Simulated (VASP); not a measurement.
**NaTi12 (a cell with a defect): single point with PBE**

System: NaTi12 (a cell with a defect).

```
Ti Na
1.0
     5.90000    0.00000    0.00000
    -4.42500    7.66432    0.00000
     0.00000    0.00000    4.68460
Ti Na
12 1
Direct
  0.06421 0.99332 0.98858
  0.21851 0.24364 0.47020
  0.00756 0.34084 0.05196
  0.12994 0.55161 0.55907
  0.98670 0.63268 0.06419
  0.17741 0.89808 0.58865
  0.40319 0.92093 0.11531
  0.63623 0.27239 0.40104
  0.46262 0.34440 0.94508
  0.61425 0.55426 0.43914
  0.51217 0.66705 0.95124
  0.66039 0.86466 0.43291
  0.79470 0.09628 0.77900
```

| Item | Value |
| --- | --- |
| Program | VASP 6.6.1 |
| Task | single point |
| Functional | PBE |
| Potentials or basis | VASP PAW PBE potentials, release 64 (Ti_sv, Na_pv) |
| Cutoff | 520 eV |
| k mesh | 2 × 2 × 2 |
| Occupations | fermi-dirac, width 0.15 eV |
| Spin | no spin polarisation |
| Dipole correction | no |
| Further INCAR settings | ALGO = Normal; EDIFF = 1e-06; NBANDS = 88 |

| Property | Result |
| --- | --- |
| Pressure | 12.4 GPa |
| Largest force | 2.270 eV/Å |
| Band gap on the k mesh | zero (an odd number of electrons rules out a gap without spin polarisation) |

Forces in eV/Å, atoms in the order of the input:
```
Ti  -0.393 -0.358  2.100
Ti  -1.830 -0.848 -1.042
Ti   0.406  1.735  0.964
Ti   0.411  0.175 -0.529
Ti  -1.004 -0.265 -0.247
Ti  -0.051 -0.931 -0.697
Ti   0.812  1.044 -0.212
Ti   1.635 -0.859  1.018
Ti   1.338 -0.175 -0.677
Ti   0.438  1.015  0.524
Ti  -0.345  0.175 -0.136
Ti   0.462 -0.580 -0.296
Na  -1.879 -0.130 -0.771
```

Stress tensor (GPa, compression positive):
```
13.39 -1.30  0.39
-1.30  9.68  1.09
 0.39  1.09 14.27
```

Levels at points of the mesh, in eV from the Fermi level:
```tsv
k point	band 72	band 73	band 74	band 75	band 76	band 77	band 78	band 79	band 80	band 81
(0.00, 0.00, 0.00)	-0.43	-0.23	-0.21	-0.11	0.07	0.23	0.46	0.53	0.61	0.70
(0.50, 0.00, 0.00)	-0.39	-0.34	-0.22	-0.08	0.00	0.07	0.35	0.41	0.56	0.66
(0.00, 0.50, 0.00)	-0.36	-0.27	-0.22	-0.06	-0.02	0.12	0.34	0.50	0.62	0.64
(0.50, 0.50, 0.00)	-0.49	-0.45	-0.28	-0.22	-0.01	0.15	0.22	0.36	0.49	0.68
(0.00, 0.00, 0.50)	-0.33	-0.27	-0.17	-0.03	0.00	0.06	0.27	0.33	0.42	0.60
(0.50, 0.00, 0.50)	-0.43	-0.34	-0.25	-0.13	-0.06	0.04	0.15	0.19	0.32	0.40
(0.00, 0.50, 0.50)	-0.43	-0.34	-0.25	-0.17	0.00	0.21	0.24	0.42	0.59	0.76
(0.50, 0.50, 0.50)	-0.51	-0.29	-0.28	-0.13	-0.08	0.05	0.10	0.15	0.27	0.40
```

Run time: 7 min on 1 thread of Intel(R) Xeon(R) Platinum 8259CL CPU @ 2.50GHz (Skylake/Cascade Lake), with other jobs on the host, peak memory 0.39 GiB.

Caveat: the k points lie up to 0.67 Å⁻¹ apart, too coarse for converged energies and pressures of a metal.
